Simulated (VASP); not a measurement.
A run of VASP 6.6.1 is set up as follows.

The input INCAR:

```
ALGO     = Normal         # electronic algorithm
EDIFF    = 1E-7           # SCF threshold, eV
ENCUT    = 520            # plane-wave cutoff, eV
GGA      = PE             # functional
ISIF     = 2              # what is computed and relaxed
ISMEAR   = 0              # smearing method
LASPH    = True           # aspherical terms in the spheres
LCHARG   = False          # write CHGCAR
LREAL    = False          # projectors in reciprocal space
LWAVE    = False          # write WAVECAR
NBANDS   = 20             # bands
NELM     = 100            # most SCF steps
PREC     = Accurate       # precision mode
SIGMA    = 0.1            # smearing width, eV
```

Contents of KPOINTS:

```
k-points
0
Gamma
  16 10 4
```

Contents of POSCAR:

```
Be4H
1.0
    2.2217938815     -0.0003050632      0.0014297096
    0.0008290500      3.8284835620      0.0027098440
    1.0717038003      1.4016845146      9.7523915658
Be H
8 2
Direct
    0.3852533598      0.5180404038      0.7210277063
    0.8886866547      0.0126148888      0.7139011965
    0.2034349856      0.3826862835      0.0960847204
    0.7059667783      0.8828510876      0.0908671760
    0.6147466402      0.4819595962      0.2789722937
    0.1113133453      0.9873851112      0.2860988035
    0.7965650144      0.6173137165      0.9039152796
    0.2940332217      0.1171489124      0.9091328240
    0.5691952403      0.7818987345      0.3730384600
    0.4308047597      0.2181012655      0.6269615400
```

Potentials or basis: VASP PAW PBE potentials, release 64 (Be, H).

Command:

```bash
$ cat potpaw_PBE.64/Be/POTCAR potpaw_PBE.64/H/POTCAR > POTCAR
$ mpirun -np 1 vasp_std > vasp.out
```

Estimate the largest force.

0.009 eV/Å.

What does it give for the band gap on the k mesh?

Zero (bands 9 and 10 overlap by 3.17 eV).

Forces in eV/Å, atoms in the order of the input:
```
Be   0.000  0.001 -0.003
Be   0.000 -0.005  0.000
Be   0.000  0.000 -0.003
Be   0.000  0.002  0.002
Be   0.000 -0.001  0.003
Be   0.000  0.005  0.000
Be   0.000  0.000  0.003
Be   0.000 -0.002 -0.002
H   -0.001 -0.005  0.007
H    0.001  0.005 -0.007
```
